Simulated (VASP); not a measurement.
Input of a VASP 6.6.1 run:

The input INCAR:

```
PREC = Accurate
ENCUT = 520
EDIFF = 1E-6
ISMEAR = -1
SIGMA = 0.08
LREAL = False
LASPH = True
NELM = 60
ALGO = Normal
ISIF = 2
LWAVE = False
LCHARG = True
GGA = PE
LELF = True
LVHAR = True
NBANDS = 10
```

KPOINTS

```
Automatic mesh
0
Gamma
  10 10 10
```

File POSCAR:

```
K
1.0
    3.9090087601      0.0000000000      0.0000000000
    0.0000000000      3.9090087601      0.0000000000
    0.0000000000      0.0000000000      3.9090087601
K
1
Direct
    0.0000000000      0.0000000000      0.0000000000
```

Potentials or basis: VASP PAW PBE potentials, release 64 (K_sv).

The run is started by

```bash
$ cat potpaw_PBE.64/K_sv/POTCAR > POTCAR
$ mpirun -np 1 vasp_std > vasp.out
```

**Question.** What does it give for the pressure?

**Answer.** 1.3 GPa.
